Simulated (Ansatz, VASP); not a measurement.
## ZnS in VASP and in Ansatz

Contents of INCAR:

```
SYSTEM = ZnS
ALGO = Normal
EDIFF = 1E-7
ENCUT = 520
GGA = PE
ISIF = 2
ISMEAR = 0
LASPH = .TRUE.
LCHARG = .FALSE.
LREAL = .FALSE.
LWAVE = .FALSE.
NBANDS = 16
NELM = 100
PREC = Accurate
SIGMA = 0.01
```

File KPOINTS:

```
k-points
0
G
  8 8 8
  0 0 0
```

Contents of POSCAR:

```
ZnS
1.0
    0.0000000000      2.7020000000      2.7020000000
    2.7020000000      0.0000000000      2.7020000000
    2.7020000000      2.7020000000      0.0000000000
Zn S
1 1
Direct
    0.2500000000      0.2500000000      0.2500000000
    0.0000000000      0.0000000000      0.0000000000
```

Input for Ansatz:

```yaml
crystal:
  lattice:
    - [0.0, 2.702, 2.702]
    - [2.702, 0.0, 2.702]
    - [2.702, 2.702, 0.0]
  atoms:
    - { symbol: Zn, position: [0.25, 0.25, 0.25] }
    - { symbol: S, position: [0.0, 0.0, 0.0] }
kpoints:
  mp_grid:
    grid: [8, 8, 8]
hamiltonian:
  xc: pbe
  pseudopotentials:
    kind: paw
scf:
  occupations:
    method: fixed
output:
  forces: true
  stress: true
```

Alike in both runs: task single point; functional PBE; k mesh 8 × 8 × 8; no spin polarisation.

```csv
,VASP,Ansatz
version,VASP 6.6.1,Ansatz 0.2.0
potentials or method,"VASP PAW PBE potentials, release 64 (Zn, S)","plane waves, PAW"
plane-wave cutoff (eV),520,420
occupations,"gaussian, width 0.01 eV",fixed
valence electrons in the cell,18,18
```

|  | VASP | Ansatz | Ansatz less VASP |
| --- | --- | --- | --- |
| pressure (GPa) | 1.8 | 1.6 | -0.16 |
